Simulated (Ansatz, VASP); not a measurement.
## Two plane-wave programs on BeTe

INCAR

```
SYSTEM = BeTe
PREC = Accurate
ENCUT = 600
EDIFF = 1E-6
ISMEAR = 0
SIGMA = 0.01
LREAL = .False.
LASPH = .True.
NELM = 120
ALGO = Normal
ISIF = 2
LWAVE = .False.
LCHARG = .False.
GGA = PE
NBANDS = 11
GGA_COMPAT = .False.
```

Contents of KPOINTS:

```
Automatic mesh
0
Gamma
  4 4 4
  0 0 0
```

Contents of POSCAR:

```
BeTe
1.0
    0.0000000000      2.8314587876      2.8314587876
    2.8314587876      0.0000000000      2.8314587876
    2.8314587876      2.8314587876      0.0000000000
Be Te
1 1
Direct
    0.0000000000      0.0000000000      0.0000000000
    0.7500000000      0.7500000000      0.7500000000
```

Input for Ansatz:

```yaml
crystal:
  lattice:
    - [0.0, 2.8314587876, 2.8314587876]
    - [2.8314587876, 0.0, 2.8314587876]
    - [2.8314587876, 2.8314587876, 0.0]
  atoms:
    - { symbol: Be, position: [0.0, 0.0, 0.0] }
    - { symbol: Te, position: [0.75, 0.75, 0.75] }
basis:
  ecutwfc: "19 Ha"
kpoints:
  mp_grid: { grid: [4, 4, 4] }
hamiltonian:
  xc: pbe
scf:
  occupations: { method: fixed }
  n_extra_bands: 3
output:
  forces: true
  stress: true
  eigenvalues: true
```

Alike in both runs: task single point; functional PBE; k mesh 4 × 4 × 4; no spin polarisation.

|  | VASP | Ansatz |
| --- | --- | --- |
| version | VASP 6.6.1 | Ansatz 0.2.0 |
| potentials or method | VASP PAW PBE potentials, release 64 (Be, Te), cutoff 600 eV | scalar-relativistic, plane waves, PAW |
| occupations | gaussian, width 0.01 eV | fixed |
| valence electrons in the cell | 8 | 18 |

```csv
,VASP,Ansatz,Ansatz less VASP
gap on the k mesh at the Fermi level (eV),2.00,2.02,+0.014
least direct gap on the mesh (eV),3.61,3.63,+0.018
pressure (GPa),0.6,0.5,-0.14
```

VASP's potentials hold 8 valence electrons a cell and Ansatz's 18, so a difference there can come from the potentials and not from the codes.

The k mesh is coarse, so the values compare programs but aren't converged. Neither program's run includes spin-orbit coupling.
